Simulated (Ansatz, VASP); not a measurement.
**Al3InAs4: VASP beside Ansatz**

File INCAR:

```
SYSTEM = Al3InAs4
ALGO = Normal
EDIFF = 1E-7
ENCUT = 520
GGA = PE
ISIF = 2
ISMEAR = 0
LASPH = .True.
LCHARG = .False.
LREAL = .False.
LWAVE = .False.
NBANDS = 31
NELM = 100
PREC = Accurate
SIGMA = 0.1
```

Contents of KPOINTS:

```
k-points
0
Gamma
  4 4 4
  0 0 0
```

The input POSCAR:

```
Al3InAs4
1.0
    5.5161760600      0.0000000000      0.0000000000
    0.0000000000      5.5161760600      0.0000000000
    0.0000000000      0.0000000000      5.5161760600
Al In As
3 1 4
Direct
    0.5000000000      0.0000000000      0.0000000000
    0.0000000000      0.0000000000      0.5000000000
    0.0000000000      0.5000000000      0.0000000000
    0.5000000000      0.5000000000      0.5000000000
    0.7500000000      0.2500000000      0.7500000000
    0.7500000000      0.7500000000      0.2500000000
    0.2500000000      0.2500000000      0.2500000000
    0.2500000000      0.7500000000      0.7500000000
```

Input for Ansatz:

```yaml
crystal:
  lattice:
    - [5.51617606, 0.0, 0.0]
    - [0.0, 5.51617606, 0.0]
    - [0.0, 0.0, 5.51617606]
  atoms:
    - { symbol: Al, position: [0.5, 0.0, 0.0] }
    - { symbol: Al, position: [0.0, 0.0, 0.5] }
    - { symbol: Al, position: [0.0, 0.5, 0.0] }
    - { symbol: In, position: [0.5, 0.5, 0.5] }
    - { symbol: As, position: [0.75, 0.25, 0.75] }
    - { symbol: As, position: [0.75, 0.75, 0.25] }
    - { symbol: As, position: [0.25, 0.25, 0.25] }
    - { symbol: As, position: [0.25, 0.75, 0.75] }
basis:
  ecutwfc: 420
kpoints:
  mp_grid: { grid: [4, 4, 4] }
hamiltonian:
  xc: pbe
scf:
  occupations: { method: gaussian, width: 0.1 }
  lower_state_search: "off"
output:
  forces: true
  stress: true
  eigenvalues: true
```

Alike in both runs: task single point; functional PBE; k mesh 4 × 4 × 4; occupations gaussian, width 0.1 eV; no spin polarisation.

|  | VASP | Ansatz |
| --- | --- | --- |
| version | VASP 6.6.1 | Ansatz 0.2.0 |
| potentials or method | VASP PAW PBE potentials, release 64 (Al, In_d, As), cutoff 520 eV | scalar-relativistic, plane waves, PAW |
| valence electrons in the cell | 42 | 82 |

|  | VASP | Ansatz | Ansatz less VASP |
| --- | --- | --- | --- |
| gap on the k mesh at the Fermi level (eV) | 1.24 | 1.26 | +0.014 |
| least direct gap on the mesh (eV) | 1.24 | 1.26 | +0.014 |
| pressure (GPa) | 16.7 | 16.4 | -0.26 |

VASP's potentials hold 42 valence electrons a cell and Ansatz's 82, so a difference there can come from the potentials and not from the codes.
